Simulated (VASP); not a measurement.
# Y (P6_3/mmc) in VASP: further runs

Y is run at these levels: LDA; tasks: single point.

Program: VASP 6.6.1. These are calculated values, not measurements. Logs are shortened: lines on timing, memory, paths and dates and some standing lists are left out, and cuts for length are marked.

## Step 1: The cell of the first run

The structure is hexagonal, space group P6_3/mmc (No. 194). The conventional cell has a = 3.623 Å, b = 3.623 Å, c = 5.692 Å, α = 90.00°, β = 90.00°, γ = 120.00°. Y (site symmetry -6m2) has 12 Y at 3.53 to 3.62 Å within 4.6 Å.

## Step 2: Single point, LDA (32.35 Å³/atom)

The input, INCAR:

```
  PREC = Accurate
  ENCUT = 520
  EDIFF = 1E-7
  ISMEAR = -1
  SIGMA = 0.05
  LREAL = F
  LASPH = T
  NELM = 80
  ALGO = Normal
  ISIF = 2
  LWAVE = F
  LCHARG = F
  NBANDS = 18
```

The input, KPOINTS:

```
regular mesh
0
Gamma
  8 8 5
```

The input, POSCAR:

```
Y
1.0
    3.6229200678      0.0000000000      0.0000000000
   -1.8114600339      3.1375408146      0.0000000000
    0.0000000000      0.0000000000      5.6921384384
Y
2
Direct
    0.6666666667      0.3333333333      0.7500000000
    0.3333333333      0.6666666667      0.2500000000
```

Potentials or basis: VASP PAW LDA potentials, release 64 (Y_sv).

On the command line:

```
> cat potpaw_LDA.64/Y_sv/POTCAR > POTCAR
> mpirun -np 1 vasp_std > vasp.out
```

OUTCAR:

```text
PREC = Accurate
   ENCUT = 520
   EDIFF = 1E-7
   ISMEAR = -1
   LREAL = F
   LASPH = T
   NELM = 80
   ISIF = 2

 ion  position               nearest neighbor table
   1  0.667  0.333  0.750-   2 3.53   2 3.53   2 3.53   2 3.53   2 3.53   2 3.53
   2  0.333  0.667  0.250-   1 3.53   1 3.53   1 3.53   1 3.53   1 3.53   1 3.53

  LATTYP: Found a hexagonal cell.
 ALAT       =     3.6229200678
 C/A-ratio  =     1.5711465701

  Lattice vectors:

 A1 = (   3.6229200678,   0.0000000000,   0.0000000000)
 A2 = (  -1.8114600339,   3.1375408146,   0.0000000000)
 A3 = (   0.0000000000,   0.0000000000,   5.6921384384)

Analysis of symmetry for initial positions (statically):
=====================================================================
 Subroutine PRICEL returns:
 Original cell was already a primitive cell.

 Routine SETGRP: Setting up the symmetry group for a
 hexagonal supercell.

 Subroutine GETGRP returns: Found 24 space group operations
 (whereof 12 operations were pure point group operations)
 out of a pool of 24 trial point group operations.

The static configuration has the point symmetry D_3d.
 The point group associated with its full space group is D_6h.

Analysis of symmetry for dynamics (positions and initial velocities):
=====================================================================
 Subroutine PRICEL returns:
 Original cell was already a primitive cell.

 Routine SETGRP: Setting up the symmetry group for a
 hexagonal supercell.

 Subroutine GETGRP returns: Found 24 space group operations
 (whereof 12 operations were pure point group operations)
 out of a pool of 24 trial point group operations.

The dynamic configuration has the point symmetry D_3d.
 The point group associated with its full space group is D_6h.

 Subroutine INISYM returns: Found 24 space group operations
 (whereof 12 operations are pure point group operations),
 and found     1 'primitive' translations

----------------------------------------------------------------------------------------

                                     Primitive cell

  volume of cell :      64.7029

  direct lattice vectors                    reciprocal lattice vectors
     3.622920068  0.000000000  0.000000000     0.276020442  0.159360477  0.000000000
    -1.811460034  3.137540815  0.000000000     0.000000000  0.318720953  0.000000000
     0.000000000  0.000000000  5.692138438     0.000000000  0.000000000  0.175680899

  length of vectors
     3.622920068  3.622920068  5.692138438     0.318720953  0.318720953  0.175680899

  position of ions in fractional coordinates (direct lattice)
     0.666666667  0.333333333  0.750000000
     0.333333333  0.666666667  0.250000000

  ion indices of the primitive-cell ions
   primitive index   ion index
                 1           1
                 2           2

----------------------------------------------------------------------------------------

 KPOINTS: regular mesh

Automatic generation of k-mesh.
 Grid dimensions read from file:
 generate k-points for:    8    8    5

 Generating k-lattice:

  Cartesian coordinates                     Fractional coordinates (reciprocal lattice)
     0.034502555  0.019920060  0.000000000     0.125000000 -0.000000000  0.000000000
     0.000000000  0.039840119  0.000000000     0.000000000  0.125000000  0.000000000
     0.000000000  0.000000000  0.035136180     0.000000000  0.000000000  0.200000000

  Length of vectors
     0.039840119  0.039840119  0.035136180

  Shift w.r.t. Gamma in fractional coordinates (k-lattice)
     0.000000000  0.000000000  0.000000000

 Subroutine IBZKPT returns following result:
 ===========================================

 Found     30 irreducible k-points:

 Following reciprocal coordinates:
            Coordinates               Weight
  0.000000  0.000000  0.000000      1.000000
  0.125000 -0.000000  0.000000      6.000000
  0.250000 -0.000000  0.000000      6.000000
  0.375000 -0.000000  0.000000      6.000000
  0.500000 -0.000000  0.000000      3.000000
  0.125000  0.125000  0.000000      6.000000
[... 16 lines left out ...]
  0.250000 -0.000000  0.400000     12.000000
  0.375000 -0.000000  0.400000     12.000000
 [... further k-points ...]
   k-points           NKPTS =     30   k-points in BZ     NKDIM =     30   number of bands    NBANDS=     18
   number of dos      NEDOS =    301   number of ions     NIONS =      2
   total plane-waves  NPLWV =  32928
   dimension x,y,z NGX =    28 NGY =   28 NGZ =   42
   dimension x,y,z NGXF=    56 NGYF=   56 NGZF=   84
   ions per type =               2
   NGX,Y,Z   is equivalent  to a cutoff of  12.85, 12.85, 12.27 a.u.
   NGXF,Y,Z  is equivalent  to a cutoff of  25.70, 25.70, 24.53 a.u.
 SYSTEM =  unknown system
   PREC   = accura    normal or accurate (medium, high low for compatibility)
   ISTART =      0    job   : 0-new  1-cont  2-samecut
   ICHARG =      2    charge: 1-file 2-atom 10-const
   ISPIN  =      1    spin polarized calculation?
   LNONCOLLINEAR =      F non collinear calculations
   LSORBIT =      F    spin-orbit coupling
   LASPH  =      T    aspherical Exc in radial PAW
   ENCUT  =  520.0 eV  38.22 Ry    6.18 a.u.   6.74  6.74 10.58*2*pi/ulx,y,z
   NELM   =     80;   NELMIN=  2; NELMDL= -5     # of ELM steps
   EDIFF  = 0.1E-06   stopping-criterion for ELM
   LREAL  =      F    real-space projection
   EDIFFG = 0.1E-05   stopping-criterion for IOM
   NSW    =      0    number of steps for IOM
   IBRION =     -1    ionic relax: 0-MD 1-quasi-New 2-CG
   NFREE  =      0    steps in history (QN), initial steepest desc. (CG)
   ISIF   =      2    stress and relaxation
   ISYM   =      2    0-nonsym 1-usesym 2-fastsym
   POTIM  = 0.5000    time-step for ionic-motion
   TEBEG  =    0.0;   TEEND  =   0.0 temperature during run
   PSTRESS=    0.0 pullay stress
   NELECT =      22.0000    total number of electrons
   NUPDOWN=      -1.0000    fix difference up-down
   EMIN   =  10.00;   EMAX   =-10.00  energy-range for DOS
   EFERMI =   0.00;   METHOD = LEGACY
   ISMEAR =    -1;   SIGMA  =   0.05  broadening in eV -4-tet -1-fermi 0-gaus
   EFERMI_NEDOS =   21; number of points for ismear=-14 and -15
   IALGO  =     38    algorithm
   IMIX   =      4    mixing-type and parameters
     AMIX     =   0.40;   BMIX     =  1.00
     AMIX_MAG =   1.60;   BMIX_MAG =  1.00
  volume/ion in A,a.u.               =      32.35       218.32
  Fermi-wavevector in a.u.,A,eV,Ry     =   1.142636  2.159269 17.763995  1.305617
  Thomas-Fermi vector in A             =   2.279333
   LORBIT       =      0    0 simple, 1 ext, 2 COOP (PROOUT), +10 PAW based schemes
   GGA     = CA    functional components
   LHFCALC =     F    Hartree Fock is set to
   AEXX    =    0.0000 exact exchange contribution
   IVDW    =     0    specifies the selected vdW correction
   LEPSILON=     F    determine dielectric tensor
   LRPA    =     F    only Hartree local field effects (RPA)
 non-spin polarized calculation
  energy-cutoff  :      520.00
  volume of cell :       64.70
 maximum number of plane-waves:      1773
 NGX is ok and might be reduce to    28
   NGX = 13   NGY = 13   NGZ = 21

 number of electron      22.0000000 magnetization

 Free energy of the ion-electron system (eV)
  ---------------------------------------------------
  ext. energy  EPLUGINS =         0.00000000
  ---------------------------------------------------
  free energy    TOTEN  =       -13.84622124 eV

  energy without entropy =      -13.80585109  energy(sigma->0) =      -13.82603617

 E-fermi :   2.8879     XC(G=0):  -9.7004

 val. band max:        2.8859694941   @ k =   0.2500   0.1250   0.0000
 cond. band min:       2.9487054749   @ k =   0.2500  -0.0000   0.4000
 fundamental gap:      0.0627359808
 Fermi energy:         2.8879310536

 k-point     1 :       0.0000    0.0000    0.0000
  band No.  band energies     occupation
      1     -39.5149      2.00000
      2     -39.4347      2.00000
      3     -19.9387      2.00000
      4     -19.4307      2.00000
      5     -19.4307      2.00000
      6     -19.3356      2.00000
[... 10 lines left out ...]
     17       5.6602      0.00000
     18       5.6602      0.00000

 k-point     2 :       0.1250   -0.0000    0.0000
  band No.  band energies     occupation
      1     -39.5066      2.00000
      2     -39.4318      2.00000
      3     -19.9094      2.00000
      4     -19.4898      2.00000
      5     -19.4505      2.00000
      6     -19.3974      2.00000
[... 10 lines left out ...]
     17       5.3716      0.00000
     18       5.5100      0.00000

 k-point     3 :       0.2500   -0.0000    0.0000
  band No.  band energies     occupation
      1     -39.4854      2.00000
      2     -39.4256      2.00000
      3     -19.8305      2.00000
      4     -19.6334      2.00000
      5     -19.5396      2.00000
      6     -19.4959      2.00000
[... 10 lines left out ...]
     17       6.0779      0.00000
     18       6.3347      0.00000

 k-point     4 :       0.3750   -0.0000    0.0000
  band No.  band energies     occupation
      1     -39.4613      2.00000
      2     -39.4222      2.00000
      3     -19.7771      2.00000
      4     -19.7293      2.00000
      5     -19.6733      2.00000
      6     -19.5389      2.00000
[... 375 lines left out ...]
      4     -19.5647      2.00000
      5     -19.4393      2.00000
      6     -19.4138      2.00000
[... 10 lines left out ...]
     17       6.7497      0.00000
     18       6.8292      0.00000

 k-point    23 :       0.2500   -0.0000    0.4000
  band No.  band energies     occupation
      1     -39.4648      2.00000
      2     -39.4464      2.00000
      3     -19.7649      2.00000
      4     -19.6788      2.00000
      5     -19.5022      2.00000
      6     -19.4510      2.00000
[... 10 lines left out ...]
     17       6.8153      0.00000
     18       6.9406      0.00000

 k-point    24 :       0.3750   -0.0000    0.4000
  band No.  band energies     occupation
      1     -39.4478      2.00000
      2     -39.4357      2.00000
      3     -19.8509      2.00000
      4     -19.8046      2.00000
      5     -19.5079      2.00000
      6     -19.4872      2.00000
[... 10 lines left out ...]
     17       7.3994      0.00000
     18       7.5211      0.00000

 [... further k-points ...]
[... 5 lines left out ...]
  --------------------------------------------------------------------------------------
  -------------------------------------------------------------------------------------
  Total       -1.2353965     -1.2353965     -1.4063548      0.0000000      0.0000000      0.0000000
  in kB      -30.5909771    -30.5909771    -34.8242601      0.0000000      0.0000000      0.0000000
  external PRESSURE =     -32.0020714 kB  Pullay stress =       0.0000000 kB

 VOLUME and BASIS-vectors are now :
 -----------------------------------------------------------------------------
  energy-cutoff  :      520.00
  volume of cell :       64.70
      direct lattice vectors                 reciprocal lattice vectors
     3.622920068  0.000000000  0.000000000     0.276020442  0.159360477  0.000000000
    -1.811460034  3.137540815  0.000000000     0.000000000  0.318720953  0.000000000
     0.000000000  0.000000000  5.692138438     0.000000000  0.000000000  0.175680899

 POSITION                                       TOTAL-FORCE (eV/Angst)
 -----------------------------------------------------------------------------------
      1.81146      1.04585      4.26910         0.000000     -0.000000      0.000000
     -0.00000      2.09169      1.42303        -0.000000      0.000000      0.000000
 -----------------------------------------------------------------------------------
    total drift:                               -0.000000      0.000000     -0.000000

  FREE ENERGIE OF THE ION-ELECTRON SYSTEM (eV)
  ---------------------------------------------------
  free  energy   TOTEN  =       -13.8462212436 eV

  energy  without entropy=      -13.8058510921  energy(sigma->0) =      -13.82603617
```

Wall time 56 s (1 thread of AMD EPYC 7R13, shared host); peak memory 0.14 GiB.

What came out:

| Item | Value |
| --- | --- |
| Free energy | -13.8462 eV |
| Pressure | -3.2 GPa |
| Band gap on the k mesh | zero (bands 11 and 12 overlap by 1.41 eV) |

Levels at points of the mesh, in eV from the Fermi level:
```tsv
k point	band 9	band 10	band 11	band 12	band 13	band 14
(0.00, 0.00, 0.00)	-4.69	-1.89	1.02	1.72	1.72	2.01
(0.50, 0.00, 0.00)	-1.67	-1.21	-0.83	-0.02	1.41	1.44
```

Caveat: the cell stands under tension.

## Step 3: Single point, LDA (33.01 Å³/atom)

This run uses another cell than the first one, of 33.01 Å³/atom.

The input, INCAR:

```
  PREC = Accurate
  ENCUT = 520
  EDIFF = 1E-6
  ISMEAR = -1
  SIGMA = 0.05
  LREAL = False
  LASPH = True
  NELM = 100
  ALGO = Fast
  ISIF = 2
  LWAVE = False
  LCHARG = False
  GGA = CA
  NBANDS = 18
```

The input, KPOINTS:

```
Automatic mesh
0
Gamma
  8 8 5
```

The input, POSCAR:

```
Y
1.0
    3.6474000000      0.0000000000      0.0000000000
   -1.8237000000      3.1587410578      0.0000000000
    0.0000000000      0.0000000000      5.7306000000
Y
2
Direct
    0.6666666667      0.3333333333      0.7500000000
    0.3333333333      0.6666666667      0.2500000000
```

Potentials or basis: VASP PAW LDA potentials, release 64 (Y_sv).

On the command line:

```
> cat potpaw_LDA.64/Y_sv/POTCAR > POTCAR
> mpirun -np 1 vasp_std > vasp.out
```

Run time: 1.7 min. Hardware: 1 thread of AMD EPYC 7R13, shared host; peak memory 0.16 GiB.

The run converged. Its results:

```yaml
Free_energy: -13.8171 eV
Pressure: -3.9 GPa
Band_gap_on_the_k_mesh: zero (bands 11 and 12 overlap by 1.37 eV)
```

Stress tensor (GPa, compression positive):
```
-3.71  0.00  0.00
 0.00 -3.71  0.00
 0.00  0.00 -4.19
```

Levels at points of the mesh, in eV from the Fermi level:
| k point | band 8 | band 9 | band 10 | band 11 | band 12 | band 13 | band 14 | band 15 |
| --- | --- | --- | --- | --- | --- | --- | --- | --- |
| (0.00, 0.00, 0.00) | -22.26 | -4.66 | -1.86 | 0.96 | 1.70 | 1.70 | 1.98 | 2.29 |
| (0.50, 0.00, 0.00) | -22.35 | -1.67 | -1.18 | -0.80 | -0.05 | 1.38 | 1.43 | 2.02 |

Caveat: the cell stands under tension.

## Step 4: Single point, LDA (33.67 Å³/atom)

This run uses another cell than the first one, of 33.67 Å³/atom.

The input, INCAR:

```
ALGO = Fast
EDIFF = 1E-6
ENCUT = 520
ISIF = 2
ISMEAR = -1
LASPH = T
LCHARG = F
LREAL = F
LWAVE = F
NBANDS = 18
NELM = 80
PREC = Accurate
SIGMA = 0.05
```

The input, KPOINTS:

```
k-points
0
Gamma
  8 8 5
```

The input, POSCAR:

```
Y
1.0
    3.6715556708      0.0000000000      0.0000000000
   -1.8357778354      3.1796604824      0.0000000000
    0.0000000000      0.0000000000      5.7685520994
Y
2
Direct
    0.6666666667      0.3333333333      0.7500000000
    0.3333333333      0.6666666667      0.2500000000
```

On the command line:

```
> cat potpaw_LDA.64/Y_sv/POTCAR > POTCAR
> mpirun -np 1 vasp_std > vasp.out
```

Wall time 100 s (1 thread of AMD EPYC 7R13, shared host); peak memory 0.16 GiB.

It converged, with:

* Free energy: -13.7827 eV
* Pressure: -4.5 GPa
* Band gap on the k mesh: zero (bands 11 and 12 overlap by 1.32 eV)

Stress tensor (GPa, compression positive):
```
-4.32  0.00  0.00
 0.00 -4.32  0.00
 0.00  0.00 -4.83
```

Levels at points of the mesh, in eV from the Fermi level:
```csv
k point,band 9,band 10,band 11,band 12,band 13,band 14
"(0.00, 0.00, 0.00)",-4.63,-1.84,0.90,1.68,1.68,1.96
"(0.50, 0.00, 0.00)",-1.66,-1.14,-0.77,-0.08,1.35,1.41
```

Caveat: the cell stands under tension.

## Step 5: Single point, LDA (34.33 Å³/atom)

This run uses another cell than the first one, of 34.33 Å³/atom.

The input, INCAR:

```
ALGO = Normal
EDIFF = 1E-6
ENCUT = 520
GGA = CA
ISIF = 2
ISMEAR = -1
LASPH = True
LCHARG = False
LREAL = False
LWAVE = False
NBANDS = 18
NELM = 60
PREC = Accurate
SIGMA = 0.05
```

KPOINTS is that of step 4.

The input, POSCAR:

```
Y
1.0
    3.6953976095      0.0000000000      0.0000000000
   -1.8476988047      3.2003082069      0.0000000000
    0.0000000000      0.0000000000      5.8060112795
Y
2
Direct
    0.6666666667      0.3333333333      0.7500000000
    0.3333333333      0.6666666667      0.2500000000
```

On the command line:

```
> cat potpaw_LDA.64/Y_sv/POTCAR > POTCAR
> mpirun -np 1 vasp_std > vasp.out
```

Wall time 63 s (1 thread of AMD EPYC 7R13, shared host); peak memory 0.15 GiB.

It converged, with:

```
Free energy            : -13.7433 eV
Pressure               : -5.1 GPa
Band gap on the k mesh : zero (bands 11 and 12 overlap by 1.28 eV)
```

Stress tensor (GPa, compression positive):
```
-4.89  0.00  0.00
 0.00 -4.89  0.00
 0.00  0.00 -5.41
```

Levels at points of the mesh, in eV from the Fermi level:
| k point | band 7 | band 8 | band 9 | band 10 | band 11 | band 12 | band 13 | band 14 | band 15 | band 16 |
| --- | --- | --- | --- | --- | --- | --- | --- | --- | --- | --- |
| (0.00, 0.00, 0.00) | -22.42 | -22.39 | -4.60 | -1.81 | 0.84 | 1.66 | 1.66 | 1.93 | 2.22 | 2.22 |
| (0.50, 0.00, 0.00) | -22.52 | -22.47 | -1.66 | -1.11 | -0.75 | -0.11 | 1.31 | 1.40 | 1.94 | 4.74 |

Caveat: the cell stands under tension.

(Continued in part 2 of 2.)
